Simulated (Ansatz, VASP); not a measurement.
## C in VASP and in Ansatz

```
C
1.0
    -1.25576    4.22979    2.07750
     1.25576   -4.22979    2.07750
     1.25576    4.22979   -2.07750
C
6
Direct
  0.80334 0.85593 0.94741
  0.19666 0.14407 0.05259
  0.59148 0.14407 0.44741
  0.40852 0.85593 0.55259
  0.40350 0.15350 0.25000
  0.59650 0.84650 0.75000
```

Alike in both runs: functional PBE; k mesh 12 × 12 × 12; occupations gaussian, width 0.02 eV; no spin polarisation.

Ansatz relaxed the structure, and its values are those at the end. VASP's run is a single point on that final structure, the one shown.

```csv
,VASP,Ansatz
version,VASP 6.6.1,Ansatz 0.2.0
potentials or method,"VASP PAW PBE potentials, release 64 (C), cutoff 520 eV","scalar-relativistic, plane waves, PAW"
valence electrons in the cell,24,24
```

```csv
,VASP,Ansatz,Ansatz less VASP
gap on the k mesh at the Fermi level (eV),1.61,1.61,+0.002
least direct gap on the mesh (eV),2.88,2.88,+0.003
pressure (GPa),0.5,0.0,-0.53
rms of the force components (eV/Å),0.017,0.001,-0.0163
```
